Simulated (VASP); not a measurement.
Crystal: Sb.

```xyz
2
Lattice="2.1685 1.2520 3.7829 -2.1685 1.2520 3.7829 0.0000 -2.5039 3.7829" Properties=species:S:1:pos:R:3 pbc="T T T"
Sb    0.0000    0.0000    8.6989
Sb    0.0000    0.0000    2.6498
```

Base run:

| Item | Value |
| --- | --- |
| Program | VASP 6.6.1 |
| Functional | PBE |
| Potentials or basis | VASP PAW PBE potentials, release 64 (Sb) |
| Cutoff | 520 eV |
| k mesh | 8 × 8 × 8 |
| Occupations | fermi-dirac, width 0.05 eV |
| Spin | no spin polarisation |

Its results: band gap on the k mesh zero (bands 5 and 6 overlap by 0.30 eV); pressure 1.6 GPa; largest force 0.094 eV/Å.

Problem. The run is repeated on the same cell with these changes: functional from PBE to LDA; potentials or basis from VASP PAW PBE potentials, release 64 (Sb) to VASP PAW LDA potentials, release 64 (Sb). What comes out?

Solution. Band gap on the k mesh zero (bands 5 and 6 overlap by 0.30 eV); pressure -2.0 GPa; largest force 0.026 eV/Å.

Caveats: spin-orbit coupling is left out, which moves the levels of the heavy elements.
